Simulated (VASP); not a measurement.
Here is a VASP 6.6.1 calculation.

The input INCAR:

```
ALGO     = Normal         # electronic algorithm
EDIFF    = 1E-6           # SCF threshold, eV
ENCUT    = 520            # plane-wave cutoff, eV
GGA      = PE             # functional
ISIF     = 2              # what is computed and relaxed
ISMEAR   = 0              # smearing method
LASPH    = True           # aspherical terms in the spheres
LCHARG   = False          # write CHGCAR
LREAL    = False          # projectors in reciprocal space
LWAVE    = False          # write WAVECAR
NBANDS   = 54             # bands
NELM     = 100            # most SCF steps
PREC     = Accurate       # precision mode
SIGMA    = 0.1            # smearing width, eV
```

KPOINTS

```
k-points
0
Gamma
  8 8 6
```

POSCAR

```
ZrNbSe3
1.0
    5.7846556278      0.0000000000      0.0000000000
    0.0000000000      5.7846556278      0.0000000000
    0.0000000000      0.0000000000      6.8242556084
Zr Nb Se
2 2 6
Direct
    0.5000000000      0.5000000000      0.0000000000
    0.0000000000      0.0000000000      0.0000000000
    0.5000000000      0.0000000000      0.2986478716
    0.0000000000      0.5000000000      0.7013521284
    0.2500000000      0.2500000000      0.5000000000
    0.2500000000      0.7500000000      0.5000000000
    0.7500000000      0.7500000000      0.5000000000
    0.7500000000      0.2500000000      0.5000000000
    0.5000000000      0.0000000000      0.9225031763
    0.0000000000      0.5000000000      0.0774968237
```

Potentials or basis: VASP PAW PBE potentials, release 64 (Zr_sv, Nb_sv, Se).

Run with:

```sh
$ cat potpaw_PBE.64/Zr_sv/POTCAR potpaw_PBE.64/Nb_sv/POTCAR potpaw_PBE.64/Se/POTCAR > POTCAR
$ mpirun -np 1 vasp_std > vasp.out
```

Question: What does it give for the band gap on the k mesh?

Answer: Zero (bands 43 and 44 overlap by 0.42 eV).

Question: Estimate the pressure.

Answer: 0.0 GPa.

Question: What does it give for the largest force?

Answer: 0.005 eV/Å.

Forces in eV/Å, atoms in the order of the input:
```
Zr   0.000  0.000  0.000
Zr   0.000  0.000  0.000
Nb   0.000  0.000  0.003
Nb   0.000  0.000 -0.003
Se   0.000  0.000  0.000
Se   0.000  0.000  0.000
Se   0.000  0.000  0.000
Se   0.000  0.000  0.000
Se   0.000  0.000  0.005
Se   0.000  0.000 -0.005
```
